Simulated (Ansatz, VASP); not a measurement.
## Ir: VASP beside Ansatz

Contents of INCAR:

```
SYSTEM = Ir
ALGO     = Normal         ! electronic algorithm
EDIFF    = 1E-7           ! SCF threshold, eV
EDIFFG   = -0.01          ! ionic threshold
ENCUT    = 600            ! plane-wave cutoff, eV
GGA      = PE             ! functional
IBRION   = 2              ! ionic algorithm
ISIF     = 3              ! what is computed and relaxed
ISMEAR   = -1             ! smearing method
ISPIN    = 2              ! spin polarisation
LASPH    = .TRUE.         ! aspherical terms in the spheres
LCHARG   = .FALSE.        ! write CHGCAR
LMAXMIX  = 4              ! l up to which the mixer works
LORBIT   = 11             ! projections on sites
LREAL    = .FALSE.        ! projectors in reciprocal space
LWAVE    = .FALSE.        ! write WAVECAR
MAGMOM   = 1 1 1          ! initial moments
NELM     = 150            ! most SCF steps
NSW      = 80             ! ionic steps
PREC     = Accurate       ! precision mode
SIGMA    = 0.05           ! smearing width, eV
```

File KPOINTS:

```
k-points
0
G
  9 9 12
  0 0 0
```

Contents of POSCAR:

```
Ir
1.0
    4.3081096287      0.0000000000      0.0000000000
   -2.1540548143      3.7309323807      0.0000000000
    0.0000000000      0.0000000000      2.6408712024
Ir
3
Direct
    0.0000000000      0.0000000000      0.0000000000
    0.3333333333      0.6666666667      0.5000000000
    0.6666666667      0.3333333333      0.5000000000
```

Input for Ansatz:

```yaml
crystal:
  lattice:
    - [4.3081096287, 0.0, 0.0]
    - [-2.1540548143, 3.7309323807, 0.0]
    - [0.0, 0.0, 2.6408712024]
  atoms:
    - { symbol: Ir, position: [0.0, 0.0, 0.0], spin: 1.0 }
    - { symbol: Ir, position: [0.3333333333, 0.6666666667, 0.5], spin: 1.0 }
    - { symbol: Ir, position: [0.6666666667, 0.3333333333, 0.5], spin: 1.0 }
hamiltonian:
  xc: pbe
  pseudopotentials:
    kind: paw
    azcp:
      Ir: "pseudopotentials/Ir.paw.azcp"
basis:
  ecutwfc: 420
  fft_grid_basis: typed
kpoints:
  mp_grid: { grid: [9, 9, 12], shift: [0, 0, 0] }
magnetization:
  spin_polarized: true
scf:
  occupations: { method: fermi_dirac, width: 0.05 }
relax:
  max_steps: 60
  f_tol: 0.01
  cell: {}
```

Alike in both runs: task relaxation of cell and atoms; functional PBE; k mesh 9 × 9 × 12; occupations fermi-dirac, width 0.05 eV; collinear spin.

|  | VASP | Ansatz |
| --- | --- | --- |
| version | VASP 6.6.1 | Ansatz 0.2.0 |
| potentials or method | VASP PAW PBE potentials, release 64 (Ir), cutoff 600 eV | plane waves (420 eV) with PAW, scalar-relativistic |
| valence electrons in the cell | 27 | 51 |

Ansatz gave:

| Item | Value |
| --- | --- |
| net moment per atom (μB) | 0.00 |
| relaxed volume (Å³/atom) | 14.96 |
| relaxed length of the cell vector where the two differ most in proportion (Å) | 4.379 |

Estimate VASP's values.

net moment per atom (μB): 0.00; relaxed volume (Å³/atom): 14.98; relaxed length of the cell vector where the two differ most in proportion (Å): 4.381.

VASP's potentials hold 27 valence electrons a cell and Ansatz's 51, so a difference there can come from the potentials and not from the codes. Ansatz's warnings: seeded moment not kept.

Neither program's run includes spin-orbit coupling.
